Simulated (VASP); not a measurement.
A run of VASP 6.6.1:

Contents of INCAR:

```
PREC = Accurate
ENCUT = 520
EDIFF = 1E-6
ISMEAR = 0
SIGMA = 0.05
LREAL = Auto
LASPH = T
NELM = 100
ALGO = Normal
ISIF = 2
LWAVE = F
LCHARG = F
GGA = PS
NBANDS = 53
```

KPOINTS

```
regular mesh
0
Gamma
  2 2 2
```

File POSCAR:

```
Si16Ge
1.0
    0.0000000000      5.4300000000      5.4300000000
    5.4300000000      0.0000000000      5.4300000000
    5.4300000000      5.4300000000      0.0000000000
Si Ge
16 1
Direct
    0.0002139708      0.0003292962     -0.0003017888
    0.1244060999      0.1245356210      0.1238316143
    0.0046753924      0.0048220012      0.4952187910
    0.1244008336      0.1245303153      0.6271750271
    0.0047474964      0.4959060753      0.0040466997
    0.1244705916      0.6276963462      0.1238821520
    0.0047505703      0.4958984056      0.4952259126
    0.1367907385      0.6211498705      0.6210078177
    0.4957645929      0.0048999248      0.0040536111
    0.6276009081      0.1245873182      0.1238717138
    0.4957600256      0.0048997954      0.4952114999
    0.6210170721      0.1370327200      0.6209593982
    0.4959247599      0.4960465545      0.0039765449
    0.6216208452      0.6217035444      0.1356327559
    0.5005594354      0.5008466054      0.4992268332
    0.6215983485      0.6216689267      0.6209762544
    0.7506589190      0.7510666793      0.7490619132
```

Potentials or basis: VASP PAW PBE potentials, release 64 (Si, Ge_d).

Run with:

```bash
$ cat potpaw_PBE.64/Si/POTCAR potpaw_PBE.64/Ge_d/POTCAR > POTCAR
$ mpirun -np 1 vasp_std > vasp.out
```

Hardware: 1 thread of Intel(R) Xeon(R) 6975P-C (Granite Rapids), with other jobs on the host.

**Question.** Estimate the wall time of this run.

**Answer.** It took 2.5 min on 1 thread of Intel(R) Xeon(R) 6975P-C (Granite Rapids), on a shared host, peak memory 0.47 GiB. Counts: scf iterations 12, k points 8.
